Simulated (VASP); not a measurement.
# MgO (Cm) in VASP: single point with PBE

Aim: the single point of MgO with PBE.

Everything below comes from runs of VASP 6.6.1. Logs are shortened: lines on timing, memory, paths and dates and some standing lists are left out, and cuts for length are marked.

**1. The cell of the first run**

The structure is monoclinic, space group Cm (No. 8). Conventional cell: a = 5.230 Å, b = 3.020 Å, c = 3.020 Å, α = 90.00°, β = 125.26°, γ = 90.00°. Within 2.1 Å of Mg (site symmetry m) lie 3 O at 1.56 to 2.03 Å. O (site symmetry m) has 3 Mg at 1.56 to 2.03 Å within 2.1 Å.

**2. Single point, PBE (atom 2 (O) moved by (-0.300, -0.600) A along [1 1 0] and z)**

INCAR reads:

```
SYSTEM = MgO
PREC = Accurate
ENCUT = 520
EDIFF = 1E-6
ISMEAR = 0
SIGMA = 0.05
LREAL = .FALSE.
LASPH = .TRUE.
NELM = 60
ALGO = Normal
ISIF = 2
LWAVE = .FALSE.
LCHARG = .FALSE.
GGA = PE
NBANDS = 11
```

KPOINTS reads:

```
Automatic mesh
0
G
  10 10 10
  0 0 0
```

POSCAR reads:

```
MgO
1.0
    0.0000000000      2.1351500000      2.1351500000
    2.1351500000      0.0000000000      2.1351500000
    2.1351500000      2.1351500000      0.0000000000
Mg O
1 1
Direct
    0.0000000000      0.0000000000      0.0000000000
    0.3594946491      0.3594946491      0.5411530645
```

Potentials or basis: VASP PAW PBE potentials, release 64 (Mg, O).

Started as:

```console
> cat potpaw_PBE.64/Mg/POTCAR potpaw_PBE.64/O/POTCAR > POTCAR
> mpirun -np 1 vasp_std > vasp.out
```

OUTCAR:

```text
SYSTEM = MgO
   PREC = Accurate
   ENCUT = 520
   EDIFF = 1E-6
   ISMEAR = 0
   LREAL = .FALSE.
   LASPH = .TRUE.
   NELM = 60
   ISIF = 2
   GGA = PE

 ion  position               nearest neighbor table
   1  0.000  0.000  0.000-   2 1.56   2 2.03   2 2.03   2 2.43   2 2.43   2 2.75
   2  0.359  0.359  0.541-   1 1.56   1 2.03   1 2.03   1 2.43   1 2.43   1 2.75

  LATTYP: Found a face centered cubic cell.
 ALAT       =     4.2703000000

  Lattice vectors:

 A1 = (   0.0000000000,   2.1351500000,   2.1351500000)
 A2 = (   2.1351500000,   0.0000000000,   2.1351500000)
 A3 = (   2.1351500000,   2.1351500000,   0.0000000000)

Analysis of symmetry for initial positions (statically):
=====================================================================
 Subroutine PRICEL returns:
 Original cell was already a primitive cell.

 Routine SETGRP: Setting up the symmetry group for a
 face centered cubic supercell.

 Subroutine GETGRP returns: Found  2 space group operations
 (whereof  2 operations were pure point group operations)
 out of a pool of 48 trial point group operations.

The static configuration has the point symmetry C_1h.

Analysis of symmetry for dynamics (positions and initial velocities):
=====================================================================
 Subroutine PRICEL returns:
 Original cell was already a primitive cell.

 Routine SETGRP: Setting up the symmetry group for a
 face centered cubic supercell.

 Subroutine GETGRP returns: Found  2 space group operations
 (whereof  2 operations were pure point group operations)
 out of a pool of 48 trial point group operations.

The dynamic configuration has the point symmetry C_1h.

 Subroutine INISYM returns: Found  2 space group operations
 (whereof  2 operations are pure point group operations),
 and found     1 'primitive' translations

----------------------------------------------------------------------------------------

                                     Primitive cell

  volume of cell :      19.4677

  direct lattice vectors                    reciprocal lattice vectors
     0.000000000  2.135150000  2.135150000    -0.234175585  0.234175585  0.234175585
     2.135150000  0.000000000  2.135150000     0.234175585 -0.234175585  0.234175585
     2.135150000  2.135150000  0.000000000     0.234175585  0.234175585 -0.234175585

  length of vectors
     3.019558088  3.019558088  3.019558088     0.405604011  0.405604011  0.405604011

  position of ions in fractional coordinates (direct lattice)
     0.000000000  0.000000000  0.000000000
     0.359494649  0.359494649  0.541153065

  ion indices of the primitive-cell ions
   primitive index   ion index
                 1           1
                 2           2

----------------------------------------------------------------------------------------

 KPOINTS: Automatic mesh

Automatic generation of k-mesh.
 Grid dimensions read from file:
 generate k-points for:   10   10   10

 Generating k-lattice:

  Cartesian coordinates                     Fractional coordinates (reciprocal lattice)
    -0.023417558  0.023417558  0.023417558     0.100000000  0.000000000  0.000000000
     0.023417558 -0.023417558  0.023417558     0.000000000  0.100000000  0.000000000
     0.023417558  0.023417558 -0.023417558     0.000000000  0.000000000  0.100000000

  Length of vectors
     0.040560401  0.040560401  0.040560401

  Shift w.r.t. Gamma in fractional coordinates (k-lattice)
     0.000000000  0.000000000  0.000000000

 Subroutine IBZKPT returns following result:
 ===========================================

 Found    282 irreducible k-points:

 Following reciprocal coordinates:
            Coordinates               Weight
  0.000000  0.000000  0.000000      1.000000
  0.100000  0.000000  0.000000      4.000000
  0.000000  0.000000  0.100000      2.000000
  0.100000  0.100000  0.100000      2.000000
  0.200000  0.000000  0.000000      4.000000
  0.000000  0.000000  0.200000      2.000000
[... 16 lines left out ...]
  0.200000  0.100000  0.200000      4.000000
  0.100000 -0.100000 -0.100000      4.000000
 [... further k-points ...]
   k-points           NKPTS =    282   k-points in BZ     NKDIM =    282   number of bands    NBANDS=     11
   number of dos      NEDOS =    301   number of ions     NIONS =      2
   total plane-waves  NPLWV =  13824
   dimension x,y,z NGX =    24 NGY =   24 NGZ =   24
   dimension x,y,z NGXF=    48 NGYF=   48 NGZF=   48
   ions per type =               1   1
   NGX,Y,Z   is equivalent  to a cutoff of  13.21, 13.21, 13.21 a.u.
   NGXF,Y,Z  is equivalent  to a cutoff of  26.43, 26.43, 26.43 a.u.
 SYSTEM =  MgO
   PREC   = accura    normal or accurate (medium, high low for compatibility)
   ISTART =      0    job   : 0-new  1-cont  2-samecut
   ICHARG =      2    charge: 1-file 2-atom 10-const
   ISPIN  =      1    spin polarized calculation?
   LNONCOLLINEAR =      F non collinear calculations
   LSORBIT =      F    spin-orbit coupling
   LASPH  =      T    aspherical Exc in radial PAW
   ENCUT  =  520.0 eV  38.22 Ry    6.18 a.u.   5.61  5.61  5.61*2*pi/ulx,y,z
   NELM   =     60;   NELMIN=  2; NELMDL= -5     # of ELM steps
   EDIFF  = 0.1E-05   stopping-criterion for ELM
   LREAL  =      F    real-space projection
   EDIFFG = 0.1E-04   stopping-criterion for IOM
   NSW    =      0    number of steps for IOM
   IBRION =     -1    ionic relax: 0-MD 1-quasi-New 2-CG
   NFREE  =      0    steps in history (QN), initial steepest desc. (CG)
   ISIF   =      2    stress and relaxation
   ISYM   =      2    0-nonsym 1-usesym 2-fastsym
   POTIM  = 0.5000    time-step for ionic-motion
   TEBEG  =    0.0;   TEEND  =   0.0 temperature during run
   PSTRESS=    0.0 pullay stress
   NELECT =       8.0000    total number of electrons
   NUPDOWN=      -1.0000    fix difference up-down
   EMIN   =  10.00;   EMAX   =-10.00  energy-range for DOS
   EFERMI =   0.00;   METHOD = LEGACY
   ISMEAR =     0;   SIGMA  =   0.05  broadening in eV -4-tet -1-fermi 0-gaus
   EFERMI_NEDOS =   21; number of points for ismear=-14 and -15
   IALGO  =     38    algorithm
   IMIX   =      4    mixing-type and parameters
     AMIX     =   0.40;   BMIX     =  1.00
     AMIX_MAG =   1.60;   BMIX_MAG =  1.00
  volume/ion in A,a.u.               =       9.73        65.69
  Fermi-wavevector in a.u.,A,eV,Ry     =   1.217119  2.300022 20.155386  1.481379
  Thomas-Fermi vector in A             =   2.352450
   LORBIT       =      0    0 simple, 1 ext, 2 COOP (PROOUT), +10 PAW based schemes
   GGA     = PE    functional components
   LHFCALC =     F    Hartree Fock is set to
   AEXX    =    0.0000 exact exchange contribution
   IVDW    =     0    specifies the selected vdW correction
   LEPSILON=     F    determine dielectric tensor
   LRPA    =     F    only Hartree local field effects (RPA)
 non-spin polarized calculation
 Gauss-broadening in eV      SIGMA  =   0.05
  energy-cutoff  :      520.00
  volume of cell :       19.47
 maximum number of plane-waves:       544
   NGX = 11   NGY = 11   NGZ = 11

 number of electron       8.0000000 magnetization

 Free energy of the ion-electron system (eV)
  ---------------------------------------------------
  ext. energy  EPLUGINS =         0.00000000
  ---------------------------------------------------
  free energy    TOTEN  =        -9.93095745 eV

  energy without entropy =       -9.93095745  energy(sigma->0) =       -9.93095745

 E-fermi :   2.9566     XC(G=0): -10.7328

 val. band max:        2.6831764015   @ k =   0.0000   0.0000   0.1000
 cond. band min:       6.7923953527   @ k =   0.0000   0.0000   0.0000
 fundamental gap:      4.1092189511
 Fermi energy:         2.9565849375

 k-point     1 :       0.0000    0.0000    0.0000
  band No.  band energies     occupation
      1     -14.3321      2.00000
      2       2.2676      2.00000
      3       2.3807      2.00000
      4       2.6753      2.00000
      5       6.7924      0.00000
      6      18.7133      0.00000
      7      19.6638      0.00000
      8      20.6479      0.00000
      9      21.2152      0.00000
     10      24.0355      0.00000
     11      24.5925      0.00000

 k-point     2 :       0.1000    0.0000    0.0000
  band No.  band energies     occupation
      1     -14.2399      2.00000
      2       1.7347      2.00000
      3       2.3083      2.00000
      4       2.6653      2.00000
      5       7.3710      0.00000
      6      17.5374      0.00000
      7      19.1870      0.00000
      8      20.5790      0.00000
      9      22.6137      0.00000
     10      23.6039      0.00000
     11      24.1873      0.00000

 k-point     3 :       0.0000    0.0000    0.1000
  band No.  band energies     occupation
      1     -14.2385      2.00000
      2       1.7089      2.00000
      3       2.3591      2.00000
      4       2.6832      2.00000
      5       7.3433      0.00000
      6      17.2741      0.00000
      7      19.6638      0.00000
      8      20.5522      0.00000
      9      22.2283      0.00000
     10      23.3226      0.00000
     11      24.5620      0.00000

 k-point     4 :       0.1000    0.1000    0.1000
  band No.  band energies     occupation
      1     -14.2412      2.00000
      2       1.9152      2.00000
      3       2.3377      2.00000
      4       2.3603      2.00000
      5       7.4465      0.00000
      6      18.0514      0.00000
      7      19.1309      0.00000
      8      19.7949      0.00000
      9      23.2868      0.00000
     10      23.6708      0.00000
     11      23.9449      0.00000

 k-point     5 :       0.2000    0.0000    0.0000
  band No.  band energies     occupation
      1     -13.9883      2.00000
      2       0.6155      2.00000
      3       2.2088      2.00000
      4       2.5966      2.00000
      5       8.5469      0.00000
      6      15.6865      0.00000
      7      19.1381      0.00000
      8      20.2350      0.00000
      9      22.6574      0.00000
     10      23.1477      0.00000
     11      25.5998      0.00000
[... 211 lines left out ...]
 k-point    21 :       0.1000    0.0000    0.2000
  band No.  band energies     occupation
      1     -14.0115      2.00000
      2       0.8364      2.00000
      3       2.1660      2.00000
      4       2.5020      2.00000
      5       8.5740      0.00000
      6      15.9150      0.00000
      7      18.3899      0.00000
      8      20.1688      0.00000
      9      21.9889      0.00000
     10      24.1101      0.00000
     11      26.4271      0.00000

 k-point    22 :       0.1000    0.1000   -0.1000
  band No.  band energies     occupation
      1     -14.0074      2.00000
      2       0.9506      2.00000
      3       2.1886      2.00000
      4       2.5174      2.00000
      5       8.2683      0.00000
      6      15.6031      0.00000
      7      19.4546      0.00000
      8      19.6755      0.00000
      9      23.0100      0.00000
     10      24.5977      0.00000
     11      24.6946      0.00000

 k-point    23 :       0.2000    0.1000    0.2000
  band No.  band energies     occupation
      1     -14.0163      2.00000
      2       0.9260      2.00000
      3       2.1019      2.00000
      4       2.2864      2.00000
      5       8.7036      0.00000
      6      16.3101      0.00000
      7      18.7908      0.00000
      8      19.4806      0.00000
      9      21.7012      0.00000
     10      24.9670      0.00000
     11      25.9094      0.00000

 k-point    24 :       0.1000   -0.1000   -0.1000
  band No.  band energies     occupation
      1     -14.0130      2.00000
      2       0.8205      2.00000
      3       2.1083      2.00000
      4       2.5669      2.00000
      5       8.5769      0.00000
      6      15.9190      0.00000
      7      18.5655      0.00000
      8      19.6000      0.00000
      9      22.4934      0.00000
     10      24.6521      0.00000
     11      25.6836      0.00000

 [... further k-points ...]
[... 5 lines left out ...]
  --------------------------------------------------------------------------------------
  -------------------------------------------------------------------------------------
  Total        0.3670881      0.3670881     16.5821929      0.1840397     -2.2370243     -2.2370218
  in kB       30.2110404     30.2110404   1364.7005809     15.1463138   -184.1052272   -184.1050215
  external PRESSURE =     475.0408873 kB  Pullay stress =       0.0000000 kB

 VOLUME and BASIS-vectors are now :
 -----------------------------------------------------------------------------
  energy-cutoff  :      520.00
  volume of cell :       19.47
      direct lattice vectors                 reciprocal lattice vectors
     0.000000000  2.135150000  2.135150000    -0.234175585  0.234175585  0.234175585
     2.135150000  0.000000000  2.135150000     0.234175585 -0.234175585  0.234175585
     2.135150000  2.135150000  0.000000000     0.234175585  0.234175585 -0.234175585

 POSITION                                       TOTAL-FORCE (eV/Angst)
 -----------------------------------------------------------------------------------
      0.00000      0.00000      0.00000         1.039007      1.039007    -10.955204
      1.92302      1.92302      1.53515        -1.039007     -1.039007     10.955204
 -----------------------------------------------------------------------------------
    total drift:                                0.000361      0.000361      0.001388

  FREE ENERGIE OF THE ION-ELECTRON SYSTEM (eV)
  ---------------------------------------------------
  free  energy   TOTEN  =        -9.9309574539 eV

  energy  without entropy=       -9.9309574539  energy(sigma->0) =       -9.93095745
```

It took 45 s on 1 thread of AMD EPYC 7R43 (Zen 3), shared host; peak memory 0.15 GiB.

Results:

| Property | Result |
| --- | --- |
| Free energy | -9.9310 eV |
| Pressure | 47.5 GPa |
| Largest force | 11.053 eV/Å |
| Band gap on the k mesh | 4.11 eV, indirect (least direct gap 4.12 eV) |

Forces on the atoms (eV/Å):
```
Mg    1.039   1.039 -10.955
O    -1.039  -1.039  10.955
```

Stress tensor (GPa, compression positive):
```
  3.02   1.51 -18.41
  1.51   3.02 -18.41
-18.41 -18.41 136.47
```

Caveat: the cell differs from its parent crystal (atom 2 (O) moved by (-0.300, -0.600) A along [1 1 0] and z); forces of over 1 eV/Å act on the atoms, so gaps and moduli don't describe the material at rest.
